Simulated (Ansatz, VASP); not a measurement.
As: VASP beside Ansatz

The input INCAR:

```
PREC = Accurate ; ENCUT = 600
EDIFF = 1E-6 ; ISMEAR = 0
SIGMA = 0.1 ; LREAL = F
LASPH = T ; NELM = 120
ALGO = Normal ; ISIF = 2
LWAVE = F ; LCHARG = T
GGA = PE ; LELF = T
LVHAR = T ; NBANDS = 22
GGA_COMPAT = F
```

KPOINTS

```
Automatic mesh
0
Gamma
  6 6 6
```

Contents of POSCAR:

```
As
1.0
    1.8797494575      1.0852738553      3.4857700000
   -1.8797494575      1.0852738553      3.4857700000
    0.0000000000     -2.1705477106      3.4857700000
As
2
Direct
    0.2275400000      0.2275400000      0.2275400000
    0.7724600000      0.7724600000      0.7724600000
```

Input for Ansatz:

```yaml
crystal:
  lattice:
    - [1.8797494575, 1.0852738553, 3.48577]
    - [-1.8797494575, 1.0852738553, 3.48577]
    - [0.0, -2.1705477106, 3.48577]
  atoms:
    - { symbol: As, position: [0.22754, 0.22754, 0.22754] }
    - { symbol: As, position: [0.77246, 0.77246, 0.77246] }
basis:
  ecutwfc: 420
kpoints:
  mp_grid: { grid: [6, 6, 6] }
hamiltonian:
  xc: pbe
scf:
  occupations: { method: gaussian, width: 0.1 }
output:
  forces: true
  stress: true
  eigenvalues: true
```

Alike in both runs: task single point; functional PBE; k mesh 6 × 6 × 6; occupations gaussian, width 0.1 eV; no spin polarisation.

```csv
,VASP,Ansatz
version,VASP 6.6.1,Ansatz 0.2.0
potentials or method,"VASP PAW PBE potentials, release 64 (As_d), cutoff 600 eV","scalar-relativistic, plane waves, PAW"
valence electrons in the cell,30,30
```

```tsv
	VASP	Ansatz	Ansatz less VASP
gap on the k mesh at the Fermi level (eV)	none	none	-
pressure (GPa)	3.5	3.5	-0.05
traceless stress, the component that is largest in VASP (GPa)	-1.02	-1.01	+0.011
rms of the force components (eV/Å)	0.069	0.062	-0.0070
```

Atom by atom the forces differ by 0.007 eV/Å (rms over components). A gap of «none» marks a metal or a gap that the smearing closes.
